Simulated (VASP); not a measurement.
# CaB2 (P6/mmm) in VASP: a series of runs

The runs below take CaB2 through single point, with LDA.

Program: VASP 6.6.1. These are calculated values, not measurements. Logs are shortened: lines on timing, memory, paths and dates and some standing lists are left out, and cuts for length are marked.

## 1. The cell of the first run

The structure is hexagonal, space group P6/mmm (No. 191). Conventional cell: a = 3.226 Å, b = 3.226 Å, c = 4.067 Å, α = 90.00°, β = 90.00°, γ = 120.00°. Ca (site symmetry 6/mmm) has 12 B at 2.76 Å and 6 Ca at 3.23 Å within 3.6 Å. Within 2.5 Å of B (site symmetry -6m2) lie 3 B at 1.86 Å.

## 2. Single point, LDA

Input file INCAR:

```
SYSTEM = CaB2
ALGO = Normal
EDIFF = 1E-6
ENCUT = 520
ISIF = 2
ISMEAR = -1
LASPH = .True.
LCHARG = .True.
LELF = .True.
LREAL = .False.
LVHAR = .True.
LWAVE = .False.
NBANDS = 15
NELM = 100
PREC = Accurate
SIGMA = 0.1
```

Input file KPOINTS:

```
k-points
0
Gamma
  10 10 7
  0 0 0
```

Input file POSCAR:

```
CaB2
1.0
    3.2264302800      0.0000000000      0.0000000000
   -1.6132151400      2.7941705900      0.0000000000
    0.0000000000      0.0000000000      4.0673920000
Ca B
1 2
Direct
    0.0000000000      0.0000000000      0.0000000000
    0.3333333300      0.6666666700      0.5000000000
    0.6666666700      0.3333333300      0.5000000000
```

Potentials or basis: VASP PAW LDA potentials, release 64 (Ca_sv, B).

Started as:

```sh
> cat potpaw_LDA.64/Ca_sv/POTCAR potpaw_LDA.64/B/POTCAR > POTCAR
> mpirun -np 1 vasp_std > vasp.out
```

OUTCAR:

```text
SYSTEM = CaB2
   EDIFF = 1E-6
   ENCUT = 520
   ISIF = 2
   ISMEAR = -1
   LASPH = .True.
   LREAL = .False.
   NELM = 100
   PREC = Accurate

 ion  position               nearest neighbor table
   1  0.000  0.000  0.000-
   2  0.333  0.667  0.500-   3 1.86   3 1.86   3 1.86
   3  0.667  0.333  0.500-   2 1.86   2 1.86   2 1.86

  LATTYP: Found a hexagonal cell.
 ALAT       =     3.2264302800
 C/A-ratio  =     1.2606477274

  Lattice vectors:

 A1 = (   3.2264302800,   0.0000000000,   0.0000000000)
 A2 = (  -1.6132151400,   2.7941705900,   0.0000000000)
 A3 = (   0.0000000000,   0.0000000000,   4.0673920000)

Analysis of symmetry for initial positions (statically):
=====================================================================
 Subroutine PRICEL returns:
 Original cell was already a primitive cell.

 Routine SETGRP: Setting up the symmetry group for a
 hexagonal supercell.

 Subroutine GETGRP returns: Found 24 space group operations
 (whereof 24 operations were pure point group operations)
 out of a pool of 24 trial point group operations.

The static configuration has the point symmetry D_6h.

Analysis of symmetry for dynamics (positions and initial velocities):
=====================================================================
 Subroutine PRICEL returns:
 Original cell was already a primitive cell.

 Routine SETGRP: Setting up the symmetry group for a
 hexagonal supercell.

 Subroutine GETGRP returns: Found 24 space group operations
 (whereof 24 operations were pure point group operations)
 out of a pool of 24 trial point group operations.

The dynamic configuration has the point symmetry D_6h.

 Subroutine INISYM returns: Found 24 space group operations
 (whereof 24 operations are pure point group operations),
 and found     1 'primitive' translations

----------------------------------------------------------------------------------------

                                     Primitive cell

  volume of cell :      36.6683

  direct lattice vectors                    reciprocal lattice vectors
     3.226430280  0.000000000  0.000000000     0.309940062  0.178943978  0.000000000
    -1.613215140  2.794170590  0.000000000     0.000000000  0.357887956  0.000000000
     0.000000000  0.000000000  4.067392000     0.000000000  0.000000000  0.245857788

  length of vectors
     3.226430280  3.226430283  4.067392000     0.357887956  0.357887956  0.245857788

  position of ions in fractional coordinates (direct lattice)
     0.000000000  0.000000000  0.000000000
     0.333333330  0.666666670  0.500000000
     0.666666670  0.333333330  0.500000000

  ion indices of the primitive-cell ions
   primitive index   ion index
                 1           1
                 2           2
                 3           3

----------------------------------------------------------------------------------------

 KPOINTS: k-points

Automatic generation of k-mesh.
 Grid dimensions read from file:
 generate k-points for:   10   10    7

 Generating k-lattice:

  Cartesian coordinates                     Fractional coordinates (reciprocal lattice)
     0.030994006  0.017894398  0.000000000     0.100000000  0.000000000  0.000000000
     0.000000000  0.035788796  0.000000000     0.000000000  0.100000000  0.000000000
     0.000000000  0.000000000  0.035122541     0.000000000  0.000000000  0.142857143

  Length of vectors
     0.035788796  0.035788796  0.035122541

  Shift w.r.t. Gamma in fractional coordinates (k-lattice)
     0.000000000  0.000000000  0.000000000

 Subroutine IBZKPT returns following result:
 ===========================================

 Found     56 irreducible k-points:

 Following reciprocal coordinates:
            Coordinates               Weight
  0.000000  0.000000  0.000000      1.000000
  0.100000  0.000000  0.000000      6.000000
  0.200000  0.000000  0.000000      6.000000
  0.300000 -0.000000  0.000000      6.000000
  0.400000  0.000000  0.000000      6.000000
  0.500000  0.000000  0.000000      3.000000
[... 16 lines left out ...]
  0.300000  0.100000  0.142857     24.000000
  0.400000  0.100000  0.142857     24.000000
 [... further k-points ...]
   k-points           NKPTS =     56   k-points in BZ     NKDIM =     56   number of bands    NBANDS=     15
   number of dos      NEDOS =    301   number of ions     NIONS =      3
   total plane-waves  NPLWV =  17280
   dimension x,y,z NGX =    24 NGY =   24 NGZ =   30
   dimension x,y,z NGXF=    48 NGYF=   48 NGZF=   60
   ions per type =               1   2
   NGX,Y,Z   is equivalent  to a cutoff of  12.37, 12.37, 12.26 a.u.
   NGXF,Y,Z  is equivalent  to a cutoff of  24.73, 24.73, 24.52 a.u.
 SYSTEM =  CaB2
   PREC   = accura    normal or accurate (medium, high low for compatibility)
   ISTART =      0    job   : 0-new  1-cont  2-samecut
   ICHARG =      2    charge: 1-file 2-atom 10-const
   ISPIN  =      1    spin polarized calculation?
   LNONCOLLINEAR =      F non collinear calculations
   LSORBIT =      F    spin-orbit coupling
   LASPH  =      T    aspherical Exc in radial PAW
   ENCUT  =  520.0 eV  38.22 Ry    6.18 a.u.   6.00  6.00  7.56*2*pi/ulx,y,z
   NELM   =    100;   NELMIN=  2; NELMDL= -5     # of ELM steps
   EDIFF  = 0.1E-05   stopping-criterion for ELM
   LREAL  =      F    real-space projection
   EDIFFG = 0.1E-04   stopping-criterion for IOM
   NSW    =      0    number of steps for IOM
   IBRION =     -1    ionic relax: 0-MD 1-quasi-New 2-CG
   NFREE  =      0    steps in history (QN), initial steepest desc. (CG)
   ISIF   =      2    stress and relaxation
   ISYM   =      2    0-nonsym 1-usesym 2-fastsym
   POTIM  = 0.5000    time-step for ionic-motion
   TEBEG  =    0.0;   TEEND  =   0.0 temperature during run
   PSTRESS=    0.0 pullay stress
   NELECT =      16.0000    total number of electrons
   NUPDOWN=      -1.0000    fix difference up-down
   EMIN   =  10.00;   EMAX   =-10.00  energy-range for DOS
   EFERMI =   0.00;   METHOD = LEGACY
   ISMEAR =    -1;   SIGMA  =   0.10  broadening in eV -4-tet -1-fermi 0-gaus
   EFERMI_NEDOS =   21; number of points for ismear=-14 and -15
   IALGO  =     38    algorithm
   IMIX   =      4    mixing-type and parameters
     AMIX     =   0.40;   BMIX     =  1.00
     AMIX_MAG =   1.60;   BMIX_MAG =  1.00
  volume/ion in A,a.u.               =      12.22        82.48
  Fermi-wavevector in a.u.,A,eV,Ry     =   1.241703  2.346479 20.977823  1.541826
  Thomas-Fermi vector in A             =   2.376089
   LORBIT       =      0    0 simple, 1 ext, 2 COOP (PROOUT), +10 PAW based schemes
   GGA     = CA    functional components
   LHFCALC =     F    Hartree Fock is set to
   AEXX    =    0.0000 exact exchange contribution
   IVDW    =     0    specifies the selected vdW correction
   LEPSILON=     F    determine dielectric tensor
   LRPA    =     F    only Hartree local field effects (RPA)
 non-spin polarized calculation
  energy-cutoff  :      520.00
  volume of cell :       36.67
 maximum number of plane-waves:      1005
 NGX is ok and might be reduce to    24
   NGX = 11   NGY = 11   NGZ = 15

 number of electron      16.0000004 magnetization

 Free energy of the ion-electron system (eV)
  ---------------------------------------------------
  ext. energy  EPLUGINS =         0.00000000
  ---------------------------------------------------
  free energy    TOTEN  =       -17.73853430 eV

  energy without entropy =      -17.70654298  energy(sigma->0) =      -17.72253864

 E-fermi :   4.5133     XC(G=0): -11.0634

 val. band max:        4.4483571520   @ k =   0.1000   0.0000   0.2857
 cond. band min:       4.5454655023   @ k =   0.4000   0.2000   0.2857
 fundamental gap:      0.0971083502
 Fermi energy:         4.5132934592

 k-point     1 :       0.0000    0.0000    0.0000
  band No.  band energies     occupation
      1     -34.6798      2.00000
      2     -15.9916      2.00000
      3     -15.7480      2.00000
      4     -15.7480      2.00000
      5      -5.7256      2.00000
      6       2.8039      2.00000
      7       4.8490      0.06734
      8       4.8820      0.04888
      9       4.8820      0.04888
     10       9.8666      0.00000
     11       9.8666      0.00000
     12      10.7339      0.00000
     13      10.7339      0.00000
     14      11.5542      0.00000
     15      11.5542      0.00000

 k-point     2 :       0.1000    0.0000    0.0000
  band No.  band energies     occupation
      1     -34.6685      2.00000
      2     -15.9760      2.00000
      3     -15.8296      2.00000
      4     -15.7649      2.00000
      5      -5.5524      2.00000
      6       2.8112      2.00000
      7       4.2165      1.90217
      8       4.7075      0.25076
      9       5.0713      0.00752
     10       9.3663      0.00000
     11       9.8073      0.00000
     12      10.6284      0.00000
     13      10.7334      0.00000
     14      11.5066      0.00000
     15      12.2819      0.00000

 k-point     3 :       0.2000    0.0000    0.0000
  band No.  band energies     occupation
      1     -34.6387      2.00000
      2     -16.0373      2.00000
      3     -15.9347      2.00000
      4     -15.8089      2.00000
      5      -5.0510      2.00000
      6       2.7619      2.00000
      7       2.8489      2.00000
      8       4.2846      1.81561
      9       5.5780      0.00005
     10       8.6586      0.00000
     11      10.0711      0.00000
     12      10.1898      0.00000
     13      10.3687      0.00000
     14      11.3578      0.00000
     15      12.3403      0.00000
[... 343 lines left out ...]
 k-point    23 :       0.3000    0.1000    0.1429
  band No.  band energies     occupation
      1     -34.5799      2.00000
      2     -16.3783      2.00000
      3     -15.9268      2.00000
      4     -15.8747      2.00000
      5      -3.6009      2.00000
      6       0.3596      2.00000
      7       2.8206      2.00000
      8       3.1153      2.00000
      9       5.9292      0.00000
     10       7.9574      0.00000
     11       9.4372      0.00000
     12      10.4966      0.00000
     13      11.6029      0.00000
     14      12.1406      0.00000
     15      12.5273      0.00000

 k-point    24 :       0.4000    0.1000    0.1429
  band No.  band energies     occupation
      1     -34.5590      2.00000
      2     -16.4995      2.00000
      3     -15.9656      2.00000
      4     -15.8436      2.00000
      5      -2.5444      2.00000
      6      -1.0681      2.00000
      7       2.6509      2.00000
      8       3.3432      1.99998
      9       5.4105      0.00025
     10       7.7813      0.00000
     11      10.1083      0.00000
     12      10.3753      0.00000
     13      11.8247      0.00000
     14      12.4738      0.00000
     15      13.0240      0.00000

 [... further k-points ...]

------------------------ aborting loop because EDIFF is reached ----------------------------------------

  FORCE on cell =-STRESS in cart. coord.  units (eV):
  Direction    XX          YY          ZZ          XY          YZ          ZX
  --------------------------------------------------------------------------------------
  -------------------------------------------------------------------------------------
  Total       -1.5779084     -1.5779084     -1.3856278      0.0000000     -0.0000000      0.0000000
  in kB      -68.9447411    -68.9447413    -60.5432770      0.0000000     -0.0000000      0.0000000
  external PRESSURE =     -66.1442531 kB  Pullay stress =       0.0000000 kB

 VOLUME and BASIS-vectors are now :
 -----------------------------------------------------------------------------
  energy-cutoff  :      520.00
  volume of cell :       36.67
      direct lattice vectors                 reciprocal lattice vectors
     3.226430280  0.000000000  0.000000000     0.309940062  0.178943978  0.000000000
    -1.613215140  2.794170590  0.000000000     0.000000000  0.357887956  0.000000000
     0.000000000  0.000000000  4.067392000     0.000000000  0.000000000  0.245857788

 POSITION                                       TOTAL-FORCE (eV/Angst)
 -----------------------------------------------------------------------------------
      0.00000      0.00000      0.00000        -0.000000      0.000000      0.000000
     -0.00000      1.86278      2.03370         0.000000      0.000000      0.000000
      1.61322      0.93139      2.03370        -0.000000     -0.000000     -0.000000
 -----------------------------------------------------------------------------------
    total drift:                                0.000000     -0.000000     -0.000000

  FREE ENERGIE OF THE ION-ELECTRON SYSTEM (eV)
  ---------------------------------------------------
  free  energy   TOTEN  =       -17.7385342959 eV

  energy  without entropy=      -17.7065429806  energy(sigma->0) =      -17.72253864
```

It took 33 s on 1 thread of Intel Xeon 8259CL, shared host; peak memory 0.15 GiB.

What came out:

```
Free energy            : -17.7385 eV
Pressure               : -6.6 GPa
Band gap on the k mesh : zero (bands 8 and 9 overlap by 1.57 eV)
```

Levels at points of the mesh, in eV from the Fermi level:
```tsv
k point	band 5	band 6	band 7	band 8	band 9	band 10	band 11	band 12
(0.00, 0.00, 0.00)	-10.24	-1.71	0.34	0.37	0.37	5.35	5.35	6.22
(0.50, 0.00, 0.00)	-6.66	-6.25	-1.38	-1.14	0.94	3.18	5.26	6.29
```

Caveat: the cell stands under tension.

## 3. Single point, LDA

Input file INCAR:

```
PREC = Accurate ; ENCUT = 520
EDIFF = 1E-6 ; ISMEAR = -1
SIGMA = 0.1 ; LREAL = F
LASPH = T ; NELM = 60
ALGO = Normal ; ISIF = 2
LWAVE = F ; LCHARG = F
GGA = CA ; NBANDS = 15
```

Input file KPOINTS:

```
Automatic mesh
0
Gamma
  10 10 7
```

POSCAR is that of step 2.

Potentials or basis: VASP PAW LDA potentials, release 64 (Ca_sv, B).

Started as:

```sh
> cat potpaw_LDA.64/Ca_sv/POTCAR potpaw_LDA.64/B/POTCAR > POTCAR
> mpirun -np 1 vasp_std > vasp.out
```

Run time: 35 s. Hardware: 1 thread of Intel Xeon 8259CL, shared host; peak memory 0.15 GiB.

The run converged. Its results:

- Free energy: -17.7385 eV
- Pressure: -6.6 GPa
- Band gap on the k mesh: zero (bands 8 and 9 overlap by 1.57 eV)

Stress tensor (GPa, compression positive):
```
-6.89  0.00  0.00
 0.00 -6.89  0.00
 0.00  0.00 -6.05
```

Levels at points of the mesh, in eV from the Fermi level:
| k point | band 5 | band 6 | band 7 | band 8 | band 9 | band 10 | band 11 | band 12 |
| --- | --- | --- | --- | --- | --- | --- | --- | --- |
| (0.00, 0.00, 0.00) | -10.24 | -1.71 | 0.34 | 0.37 | 0.37 | 5.35 | 5.35 | 6.22 |
| (0.50, 0.00, 0.00) | -6.66 | -6.25 | -1.38 | -1.14 | 0.94 | 3.18 | 5.26 | 6.29 |

Caveat: the cell stands under tension.
